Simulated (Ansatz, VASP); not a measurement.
Two plane-wave programs on RbSi8

The input INCAR:

```
SYSTEM = RbSi8
PREC = Accurate
ENCUT = 600
EDIFF = 1E-6
ISMEAR = 0
SIGMA = 0.1
LREAL = .False.
LASPH = .True.
NELM = 60
ALGO = Normal
ISIF = 3
LWAVE = .False.
LCHARG = .False.
GGA = PE
IBRION = 2
NSW = 90
EDIFFG = -0.04
```

File KPOINTS:

```
Automatic mesh
0
Gamma
  4 4 4
  0 0 0
```

The input POSCAR:

```
RbSi8
1.0
    6.3842989300      0.0000000000      0.0000000000
    0.0000000000      4.2866740100      2.9609932600
    0.0000000000     -4.2866740100      2.9609932600
Rb Si
1 8
Direct
    0.5000000000      0.8333000000      0.8333000000
    0.2189772600      0.5102386100      0.0168337300
    0.7810227400      0.0168337300      0.5102386100
    0.2189772600      0.0168337300      0.5102386100
    0.7810227400      0.5102386100      0.0168337300
    0.0000000000      0.8382801300      0.1856857600
    0.0000000000      0.1856857600      0.8382801300
    0.5000000000      0.2063646400      0.4541022300
    0.5000000000      0.4541022300      0.2063646400
```

Input for Ansatz:

```yaml
crystal:
  lattice:
    - [6.38429893, 0.0, 0.0]
    - [0.0, 4.28667401, 2.96099326]
    - [0.0, -4.28667401, 2.96099326]
  atoms:
    - { symbol: Rb, position: [0.5, 0.8333, 0.8333] }
    - { symbol: Si, position: [0.21897726, 0.51023861, 0.01683373] }
    - { symbol: Si, position: [0.78102274, 0.01683373, 0.51023861] }
    - { symbol: Si, position: [0.21897726, 0.01683373, 0.51023861] }
    - { symbol: Si, position: [0.78102274, 0.51023861, 0.01683373] }
    - { symbol: Si, position: [0.0, 0.83828013, 0.18568576] }
    - { symbol: Si, position: [0.0, 0.18568576, 0.83828013] }
    - { symbol: Si, position: [0.5, 0.20636464, 0.45410223] }
    - { symbol: Si, position: [0.5, 0.45410223, 0.20636464] }
basis:
  ecutwfc: 420
kpoints:
  mp_grid: { grid: [4, 4, 4] }
hamiltonian:
  xc: pbe
scf:
  occupations: { method: gaussian, width: 0.1 }
  lower_state_search: "off"
output:
  forces: true
  stress: true
  eigenvalues: true
relax:
  adjacent_minimum: "off"
  f_tol: 0.04
  max_steps: 70
  cell: { stress_tol: 0.4 }
```

Alike in both runs: task relaxation of cell and atoms; functional PBE; k mesh 4 × 4 × 4; occupations gaussian, width 0.1 eV; no spin polarisation.

```csv
,VASP,Ansatz
version,VASP 6.6.1,Ansatz 0.2.0
potentials or method,"VASP PAW PBE potentials, release 64 (Rb_sv, Si), cutoff 600 eV","scalar-relativistic, plane waves, PAW"
valence electrons in the cell,41,41
```

|  | VASP | Ansatz | Ansatz less VASP |
| --- | --- | --- | --- |
| gap on the k mesh at the Fermi level, each at its own relaxed structure (eV) | none | none | - |
| relaxed volume (Å³/atom) | 20.99 | 20.94 | -0.051 |
| relaxed cell length with the largest relative difference (Å) | 5.622 | 5.607 | -0.0147 |

A gap of «none» marks a metal or a gap that the smearing closes.

Noted on VASP's run: the volume moved by over 15 % at a fixed basis, so the end points are rough.
